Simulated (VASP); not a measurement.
Write the native input for VASP 6.6.1 that does the following.

* Task: single point
* Functional: r2SCAN
* Potentials or basis: VASP PAW PBE potentials, release 64 (Sr_sv, O)
* Cutoff: 520 eV
* k mesh: 6 × 6 × 4
* Occupations: gaussian, width 0.01 eV
* Spin: no spin polarisation
* Dipole correction: no
* Further INCAR settings: ALGO = Normal; EDIFF = 1e-07; NBANDS = 24

SrO:

```
CELL_PARAMETERS angstrom
4.27003 0.00000 0.00000
-2.13502 3.69796 0.00000
0.00000 0.00000 5.14445
ATOMIC_POSITIONS crystal
Sr 0.33333 0.66667 0.93750
Sr 0.66667 0.33333 0.43750
O 0.33333 0.66667 0.43750
O 0.66667 0.33333 0.93750
```

The input as run:

POSCAR

```
SrO
1.0
    4.2700309501      0.0000000000      0.0000000000
   -2.1350154750      3.6979552777      0.0000000000
    0.0000000000      0.0000000000      5.1444468281
Sr O
2 2
Direct
    0.3333333333      0.6666666667     -0.0625000000
    0.6666666667      0.3333333333      0.4375000000
    0.3333333333      0.6666666667      0.4375000000
    0.6666666667      0.3333333333      0.9375000000
```

INCAR.step1

```
SYSTEM = SrO
ALGO = Normal
EDIFF = 1E-4
ENCUT = 520
GGA = PE
ISMEAR = 0
LASPH = .True.
LCHARG = .False.
LREAL = .False.
LWAVE = .True.
NBANDS = 24
NELM = 100
PREC = Accurate
SIGMA = 0.01
```

INCAR.step2

```
SYSTEM = SrO
ALGO = Normal
EDIFF = 1E-7
ENCUT = 520
ISIF = 2
ISMEAR = 0
ISTART = 1
LASPH = .True.
LCHARG = .True.
LELF = .True.
LMIXTAU = .True.
LREAL = .False.
LVHAR = .True.
LWAVE = .False.
METAGGA = R2SCAN
NBANDS = 24
NELM = 100
PREC = Accurate
SIGMA = 0.01
```

KPOINTS

```
k-points
0
Gamma
  6 6 4
  0 0 0
```

Potentials or basis: VASP PAW PBE potentials, release 64 (Sr_sv, O).

Run with:

```sh
$ cat potpaw_PBE.64/Sr_sv/POTCAR potpaw_PBE.64/O/POTCAR > POTCAR
$ cp INCAR.step1 INCAR
$ mpirun -np 1 vasp_std > vasp.out
$ cp INCAR.step2 INCAR
$ mpirun -np 1 vasp_std > vasp.out
```

It gave:

```yaml
Pressure: 0.5 GPa
Band_gap_on_the_k_mesh: 3.02 eV, direct
```

Caveat: the PAW data sets were made with another functional, which shifts forces and pressure a little.

Run time: 64 s on 1 thread of Intel(R) Xeon(R) 6975P-C (Granite Rapids), on a shared host, peak memory 0.22 GiB.
